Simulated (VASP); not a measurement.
# InAs (m) (F-43m) in VASP: density of states with PBE

Aim: the density of states of InAs (m) with PBE.

Program: VASP 6.6.1. These are calculated values, not measurements. Logs are shortened: lines on timing, memory, paths and dates and some standing lists are left out, and cuts for length are marked.

## Step 1: The cell of the first run

Symmetry: F-43m, No. 216, cubic system. Conventional cell: a = 6.186 Å, b = 6.186 Å, c = 6.186 Å, α = 90.00°, β = 90.00°, γ = 90.00°. In (site symmetry -43m) has 4 As at 2.68 Å within 3.5 Å. As (site symmetry -43m) has 4 In at 2.68 Å within 3.5 Å.

## Step 2: Density of states, PBE

File POSCAR:

```
InAs
1.0
    0.0000000000      3.0932301326      3.0932301326
    3.0932301326      0.0000000000      3.0932301326
    3.0932301326      3.0932301326      0.0000000000
In As
1 1
Direct
    0.0000000000      0.0000000000      0.0000000000
    0.2500000000      0.2500000000      0.2500000000
```

File INCAR.step1:

```
PREC = Accurate ; ENCUT = 400
EDIFF = 1E-6 ; ISMEAR = 0
SIGMA = 0.1 ; LREAL = False
LASPH = True ; NELM = 120
ALGO = Normal ; ISIF = 2
LWAVE = False ; LCHARG = True
GGA = PE ; NBANDS = 16
GGA_COMPAT = False ; NEDOS = 2001
LORBIT = 11
```

File KPOINTS.step1:

```
regular mesh
0
Gamma
  12 12 12
```

File INCAR.step2:

```
PREC = Accurate ; ENCUT = 400
EDIFF = 1E-6 ; ISMEAR = -5
SIGMA = 0.1 ; LREAL = False
LASPH = True ; NELM = 120
ALGO = Normal ; ISIF = 2
LWAVE = False ; LCHARG = False
GGA = PE ; LORBIT = 11
NBANDS = 16 ; NEDOS = 2001
ICHARG = 11 ; GGA_COMPAT = False
```

File KPOINTS.step2:

```
regular mesh
0
Gamma
  18 18 18
```

Potentials or basis: VASP PAW PBE potentials, release 64 (In_d, As).

Run with:

```sh
> cat potpaw_PBE.64/In_d/POTCAR potpaw_PBE.64/As/POTCAR > POTCAR
> cp INCAR.step1 INCAR
> cp KPOINTS.step1 KPOINTS
> mpirun -np 1 vasp_std > vasp.out
> cp INCAR.step2 INCAR
> cp KPOINTS.step2 KPOINTS
> mpirun -np 1 vasp_std > vasp.out
```

OUTCAR:

```text
PREC = Accurate
   ENCUT = 400
   EDIFF = 1E-6
   ISMEAR = -5
   LREAL = False
   LASPH = True
   NELM = 120
   ISIF = 2
   GGA = PE
   LORBIT = 11
   ICHARG = 11

 ion  position               nearest neighbor table
   1  0.000  0.000  0.000-   2 2.68   2 2.68   2 2.68   2 2.68
   2  0.250  0.250  0.250-   1 2.68   1 2.68   1 2.68   1 2.68

  LATTYP: Found a face centered cubic cell.
 ALAT       =     6.1864602652

  Lattice vectors:

 A1 = (   0.0000000000,   3.0932301326,   3.0932301326)
 A2 = (   3.0932301326,   0.0000000000,   3.0932301326)
 A3 = (   3.0932301326,   3.0932301326,   0.0000000000)

Analysis of symmetry for initial positions (statically):
=====================================================================
 Subroutine PRICEL returns:
 Original cell was already a primitive cell.

 Routine SETGRP: Setting up the symmetry group for a
 face centered cubic supercell.

 Subroutine GETGRP returns: Found 24 space group operations
 (whereof 24 operations were pure point group operations)
 out of a pool of 48 trial point group operations.

The static configuration has the point symmetry T_d .

Analysis of symmetry for dynamics (positions and initial velocities):
=====================================================================
 Subroutine PRICEL returns:
 Original cell was already a primitive cell.

 Routine SETGRP: Setting up the symmetry group for a
 face centered cubic supercell.

 Subroutine GETGRP returns: Found 24 space group operations
 (whereof 24 operations were pure point group operations)
 out of a pool of 48 trial point group operations.

The dynamic configuration has the point symmetry T_d .

 Subroutine INISYM returns: Found 24 space group operations
 (whereof 24 operations are pure point group operations),
 and found     1 'primitive' translations

----------------------------------------------------------------------------------------

                                     Primitive cell

  volume of cell :      59.1925

  direct lattice vectors                    reciprocal lattice vectors
     0.000000000  3.093230133  3.093230133    -0.161643324  0.161643324  0.161643324
     3.093230133  0.000000000  3.093230133     0.161643324 -0.161643324  0.161643324
     3.093230133  3.093230133  0.000000000     0.161643324  0.161643324 -0.161643324

  length of vectors
     4.374488005  4.374488005  4.374488005     0.279974450  0.279974450  0.279974450

  position of ions in fractional coordinates (direct lattice)
     0.000000000  0.000000000  0.000000000
     0.250000000  0.250000000  0.250000000

  ion indices of the primitive-cell ions
   primitive index   ion index
                 1           1
                 2           2

----------------------------------------------------------------------------------------

 KPOINTS: regular mesh

Automatic generation of k-mesh.
 Grid dimensions read from file:
 generate k-points for:   18   18   18

 Generating k-lattice:

  Cartesian coordinates                     Fractional coordinates (reciprocal lattice)
    -0.008980185  0.008980185  0.008980185     0.055555556  0.000000000  0.000000000
     0.008980185 -0.008980185  0.008980185     0.000000000  0.055555556  0.000000000
     0.008980185  0.008980185 -0.008980185     0.000000000  0.000000000  0.055555556

  Length of vectors
     0.015554136  0.015554136  0.015554136

  Shift w.r.t. Gamma in fractional coordinates (k-lattice)
     0.000000000  0.000000000  0.000000000

 TETIRR: Found    806 inequivalent tetrahedra from    34992

 Subroutine IBZKPT returns following result:
 ===========================================

 Found    195 irreducible k-points:

 Following reciprocal coordinates:
            Coordinates               Weight
  0.000000  0.000000  0.000000      1.000000
  0.055556  0.000000  0.000000      8.000000
  0.111111  0.000000  0.000000      8.000000
  0.166667  0.000000  0.000000      8.000000
  0.222222  0.000000  0.000000      8.000000
  0.277778  0.000000  0.000000      8.000000
[... 16 lines left out ...]
 -0.277778  0.055556  0.000000     24.000000
 -0.222222  0.055556  0.000000     24.000000
 [... further k-points ...]
   k-points           NKPTS =    195   k-points in BZ     NKDIM =    195   number of bands    NBANDS=     16
   number of dos      NEDOS =   2001   number of ions     NIONS =      2
   total plane-waves  NPLWV =  27000
   dimension x,y,z NGX =    30 NGY =   30 NGZ =   30
   dimension x,y,z NGXF=    60 NGYF=   60 NGZF=   60
   ions per type =               1   1
   NGX,Y,Z   is equivalent  to a cutoff of  11.40, 11.40, 11.40 a.u.
   NGXF,Y,Z  is equivalent  to a cutoff of  22.80, 22.80, 22.80 a.u.
 SYSTEM =  unknown system
   PREC   = accura    normal or accurate (medium, high low for compatibility)
   ISTART =      0    job   : 0-new  1-cont  2-samecut
   ICHARG =     11    charge: 1-file 2-atom 10-const
   ISPIN  =      1    spin polarized calculation?
   LNONCOLLINEAR =      F non collinear calculations
   LSORBIT =      F    spin-orbit coupling
   LASPH  =      T    aspherical Exc in radial PAW
   ENCUT  =  400.0 eV  29.40 Ry    5.42 a.u.   7.13  7.13  7.13*2*pi/ulx,y,z
   NELM   =    120;   NELMIN=  2; NELMDL=  0     # of ELM steps
   EDIFF  = 0.1E-05   stopping-criterion for ELM
   LREAL  =      F    real-space projection
   EDIFFG = 0.1E-04   stopping-criterion for IOM
   NSW    =      0    number of steps for IOM
   IBRION =     -1    ionic relax: 0-MD 1-quasi-New 2-CG
   NFREE  =      0    steps in history (QN), initial steepest desc. (CG)
   ISIF   =      2    stress and relaxation
   ISYM   =      2    0-nonsym 1-usesym 2-fastsym
   POTIM  = 0.5000    time-step for ionic-motion
   TEBEG  =    0.0;   TEEND  =   0.0 temperature during run
   PSTRESS=    0.0 pullay stress
   NELECT =      18.0000    total number of electrons
   NUPDOWN=      -1.0000    fix difference up-down
   EMIN   =  10.00;   EMAX   =-10.00  energy-range for DOS
   EFERMI =   0.00;   METHOD = LEGACY
   ISMEAR =    -5;   SIGMA  =   0.10  broadening in eV -4-tet -1-fermi 0-gaus
   EFERMI_NEDOS =   21; number of points for ismear=-14 and -15
   IALGO  =     38    algorithm
   IMIX   =      4    mixing-type and parameters
     AMIX     =   0.40;   BMIX     =  1.00
     AMIX_MAG =   1.60;   BMIX_MAG =  1.00
  volume/ion in A,a.u.               =      29.60       199.73
  Fermi-wavevector in a.u.,A,eV,Ry     =   1.100889  2.080378 16.489663  1.211956
  Thomas-Fermi vector in A             =   2.237307
   LORBIT       =     11    0 simple, 1 ext, 2 COOP (PROOUT), +10 PAW based schemes
   GGA     = PE    functional components
   LHFCALC =     F    Hartree Fock is set to
   AEXX    =    0.0000 exact exchange contribution
   IVDW    =     0    specifies the selected vdW correction
   LEPSILON=     F    determine dielectric tensor
   LRPA    =     F    only Hartree local field effects (RPA)
 non-spin polarized calculation
 Fermi weights with tetrahedron method with Bloechl corrections
  energy-cutoff  :      400.00
  volume of cell :       59.19
 maximum number of plane-waves:      1090
 NGX is ok and might be reduce to    30

 number of electron      18.0000004 magnetization

 Free energy of the ion-electron system (eV)
  ---------------------------------------------------
  ext. energy  EPLUGINS =         0.00000000
  ---------------------------------------------------
  free energy    TOTEN  =        -7.71976887 eV

  energy without entropy =       -7.71976887  energy(sigma->0) =       -7.71976887

 E-fermi :   3.8424     XC(G=0):  -8.7963

 val. band max:        3.8412888619   @ k =   0.0000   0.0000   0.0000
 cond. band min:       3.8412891813   @ k =   0.0000   0.0000   0.0000
 fundamental gap:      0.0000003193
 Fermi energy:         3.8423814344

 k-point     1 :       0.0000    0.0000    0.0000
  band No.  band energies     occupation
      1     -10.4262      2.00000
      2     -10.4262      2.00000
      3     -10.4262      2.00000
      4     -10.3247      2.00000
      5     -10.3247      2.00000
      6      -7.6005      2.00000
[... 8 lines left out ...]
     15      13.3464      0.00000
     16      13.3464      0.00000

 k-point     2 :       0.0556    0.0000    0.0000
  band No.  band energies     occupation
      1     -10.4292      2.00000
      2     -10.4252      2.00000
      3     -10.4252      2.00000
      4     -10.3247      2.00000
      5     -10.3247      2.00000
      6      -7.5719      2.00000
[... 8 lines left out ...]
     15      13.0418      0.00000
     16      13.0419      0.00000

 k-point     3 :       0.1111    0.0000    0.0000
  band No.  band energies     occupation
      1     -10.4378      2.00000
      2     -10.4225      2.00000
      3     -10.4225      2.00000
      4     -10.3248      2.00000
      5     -10.3248      2.00000
      6      -7.4877      2.00000
[... 8 lines left out ...]
     15      12.6312      0.00000
     16      12.6312      0.00000

 k-point     4 :       0.1667    0.0000    0.0000
  band No.  band energies     occupation
      1     -10.4508      2.00000
      2     -10.4185      2.00000
      3     -10.4185      2.00000
      4     -10.3246      2.00000
      5     -10.3246      2.00000
      6      -7.3522      2.00000
[... 8 lines left out ...]
     15      12.3502      0.00000
     16      12.3502      0.00000
[... 324 lines left out ...]
 k-point    22 :      -0.3333    0.0556    0.0000
  band No.  band energies     occupation
      1     -10.5028      2.00000
      2     -10.4045      2.00000
      3     -10.4033      2.00000
      4     -10.3230      2.00000
      5     -10.3200      2.00000
      6      -6.6501      2.00000
[... 8 lines left out ...]
     15      12.5369      0.00000
     16      13.4916      0.00000

 k-point    23 :      -0.2778    0.0556    0.0000
  band No.  band energies     occupation
      1     -10.4893      2.00000
      2     -10.4082      2.00000
      3     -10.4062      2.00000
      4     -10.3247      2.00000
      5     -10.3212      2.00000
      6      -6.8682      2.00000
[... 8 lines left out ...]
     15      12.1157      0.00000
     16      13.0541      0.00000

 k-point    24 :      -0.2222    0.0556    0.0000
  band No.  band energies     occupation
      1     -10.4740      2.00000
      2     -10.4126      2.00000
      3     -10.4101      2.00000
      4     -10.3258      2.00000
      5     -10.3223      2.00000
      6      -7.0833      2.00000
[... 8 lines left out ...]
     15      12.1640      0.00000
     16      12.8457      0.00000

 [... further k-points ...]
[... 5 lines left out ...]
  --------------------------------------------------------------------------------------
  -------------------------------------------------------------------------------------
  Total        0.0125118      0.0125118      0.0125118      0.0000000      0.0000000     -0.0000000
  in kB        0.3386600      0.3386600      0.3386600      0.0000000      0.0000000     -0.0000000
  external PRESSURE =       0.3386600 kB  Pullay stress =       0.0000000 kB

 VOLUME and BASIS-vectors are now :
 -----------------------------------------------------------------------------
  energy-cutoff  :      400.00
  volume of cell :       59.19
      direct lattice vectors                 reciprocal lattice vectors
     0.000000000  3.093230133  3.093230133    -0.161643324  0.161643324  0.161643324
     3.093230133  0.000000000  3.093230133     0.161643324 -0.161643324  0.161643324
     3.093230133  3.093230133  0.000000000     0.161643324  0.161643324 -0.161643324

 POSITION                                       TOTAL-FORCE (eV/Angst)
 -----------------------------------------------------------------------------------
      0.00000      0.00000      0.00000        -0.000000     -0.000000      0.000000
      1.54662      1.54662      1.54662         0.000000      0.000000     -0.000000
 -----------------------------------------------------------------------------------
    total drift:                                0.000000      0.000000      0.000000

  FREE ENERGIE OF THE ION-ELECTRON SYSTEM (eV)
  ---------------------------------------------------
  free  energy   TOTEN  =        -7.7197688661 eV

  energy  without entropy=       -7.7197688661  energy(sigma->0) =       -7.71976887

 total charge

# of ion       s       p       d       tot
------------------------------------------
    1        0.850   0.670   9.880  11.400
    2        1.226   1.526   0.019   2.771
--------------------------------------------------
tot          2.076   2.196   9.899  14.171
```

Wall time 2 min (1 thread of Intel Xeon 6975P-C, shared host); peak memory 0.26 GiB.

Results:

* Valence electrons inside the program's atomic spheres: In 11.40; As 2.77

Caveat: spin-orbit coupling is left out, which moves the levels of the heavy elements; tetrahedron occupations give inexact forces and stress in metals.
